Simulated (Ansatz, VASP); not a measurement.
**Na2BrCl: VASP beside Ansatz**

INCAR

```
ALGO = Normal
EDIFF = 1E-7
ENCUT = 520
ISIF = 2
ISMEAR = 0
LASPH = T
LCHARG = F
LREAL = F
LWAVE = F
NBANDS = 22
NELM = 80
PREC = Accurate
SIGMA = 0.05
```

KPOINTS

```
k-points
0
Gamma
  9 9 9
```

File POSCAR:

```
Na2BrCl
1.0
    1.9888625555      1.1482703318      6.7582816611
   -1.9888625555      1.1482703318      6.7582816611
    0.0000000000     -2.2965406636      6.7582816611
Na Br Cl
2 1 1
Direct
    0.2545086910      0.2545086910      0.2545086910
    0.7454913090      0.7454913090      0.7454913090
    0.5000000000      0.5000000000      0.5000000000
    0.0000000000      0.0000000000      0.0000000000
```

Input for Ansatz:

```yaml
crystal:
  lattice:
    - [1.9888625555, 1.1482703318, 6.7582816611]
    - [-1.9888625555, 1.1482703318, 6.7582816611]
    - [0.0, -2.2965406636, 6.7582816611]
  atoms:
    - { symbol: Na, position: [0.254508691, 0.254508691, 0.254508691] }
    - { symbol: Na, position: [0.745491309, 0.745491309, 0.745491309] }
    - { symbol: Br, position: [0.5, 0.5, 0.5] }
    - { symbol: Cl, position: [0.0, 0.0, 0.0] }
basis:
  ecutwfc: 420
kpoints:
  mp_grid: { grid: [9, 9, 9] }
hamiltonian:
  xc: lda
scf:
  occupations: { method: gaussian, width: 0.05 }
output:
  forces: true
  stress: true
  eigenvalues: true
```

Change from the starting cell: strain +0.0400 x Voigt [0, 0, 1, 0, 0, 0], atoms carried along.

Alike in both runs: task single point; functional LDA; k mesh 9 × 9 × 9; occupations gaussian, width 0.05 eV; no spin polarisation.

|  | VASP | Ansatz |
| --- | --- | --- |
| version | VASP 6.6.1 | Ansatz 0.2.0 |
| potentials or method | VASP PAW LDA potentials, release 64 (Na_pv, Br, Cl), cutoff 520 eV | scalar-relativistic, plane waves, PAW |
| valence electrons in the cell | 28 | 32 |

```tsv
	VASP	Ansatz	Ansatz less VASP
gap on the k mesh at the Fermi level (eV)	3.92	3.91	-0.009
least direct gap on the mesh (eV)	3.92	3.91	-0.009
pressure (GPa)	-1.0	-1.0	0.00
traceless stress, the component that is largest in VASP (GPa)	-0.62	-0.63	0.000
rms of the force components (eV/Å)	0.006	0.006	+0.0003
```

LDA's correlation is that of Perdew and Zunger in VASP and of Perdew and Wang (1992) in Ansatz. Atom by atom the forces differ by 0.000 eV/Å (rms over components). VASP's potentials hold 28 valence electrons a cell and Ansatz's 32, so a difference there can come from the potentials and not from the codes.
